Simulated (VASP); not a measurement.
GdN: single point with PBE+U

Crystal: GdN.

```
Gd N
1.0
     4.32478    0.00000    0.00000
     0.00000    4.32478    0.00000
     0.00000    0.00000    3.59382
Gd N
2 2
Direct
  0.50000 0.00000 0.24396
  0.00000 0.50000 0.75604
  0.00000 0.00000 0.00000
  0.50000 0.50000 0.00000
```

```
Program             : VASP 6.6.1
Task                : single point
Functional          : PBE
Potentials or basis : VASP PAW PBE potentials, release 64 (Gd, N)
Cutoff              : 520 eV
k mesh              : 8 × 8 × 8, shifted
Occupations         : gaussian, width 0.05 eV
Spin                : collinear spin, ferromagnetic start
Starting moments    : [7.0, 7.0, 0.0, 0.0] μB
Hubbard terms       : Gd f U = 6.0 eV
```

- Pressure: 0.1 GPa
- Largest force: 0.046 eV/Å
- Band gap on the k mesh: 0.70 eV (least direct gap 0.94 eV)
- Net moment: 14.00 μB per cell
- Site moments: Gd +6.86; N -0.08 μB
- Valence electrons inside the program's atomic spheres: Gd 15.27; N 3.65

Forces on the atoms (eV/Å):
```
Gd   0.000  0.000  0.046
Gd   0.000  0.000 -0.046
N    0.000  0.000  0.000
N    0.000  0.000  0.000
```

Stress tensor (GPa, compression positive):
```
 0.25  0.00  0.00
 0.00  0.25  0.00
 0.00  0.00 -0.07
```

Levels at points of the mesh, in eV from the valence-band top:
Spin up:
```
           k point  band 28  band 29  band 30  band 31  band 32  band 33
(0.06, 0.06, 0.06)    -1.47    -0.77    -0.25     0.70     1.45     2.85
```
Spin down:
| k point | band 12 | band 13 | band 14 | band 15 | band 16 | band 17 | band 18 | band 19 | band 20 | band 21 |
| --- | --- | --- | --- | --- | --- | --- | --- | --- | --- | --- |
| (0.06, 0.06, 0.06) | -1.96 | -1.92 | -1.48 | -0.88 | -0.50 | 1.10 | 2.07 | 3.22 | 3.66 | 3.96 |

Eigenvalues of the final occupation matrices:
| site | spin | trace | eigenvalues |
| --- | --- | --- | --- |
| site 1 f | 1 | 6.94 | 0.99 0.99 0.99 0.99 0.99 0.99 0.99 |
| site 1 f | 2 | 0.05 | 0.00 0.00 0.00 0.00 0.01 0.01 0.01 |
| site 2 f | 1 | 6.94 | 0.99 0.99 0.99 0.99 0.99 0.99 0.99 |
| site 2 f | 2 | 0.05 | 0.00 0.00 0.00 0.00 0.01 0.01 0.01 |

Run time: 5.3 min on 1 thread of Intel(R) Xeon(R) Platinum 8488C (Sapphire Rapids), with other jobs on the host, peak memory 0.31 GiB.

Caveat: spin-orbit coupling is left out, which moves the levels of the heavy elements; a shifted mesh leaves out Γ, where band edges can lie. The state reached can hang on the start; a lower one may exist.
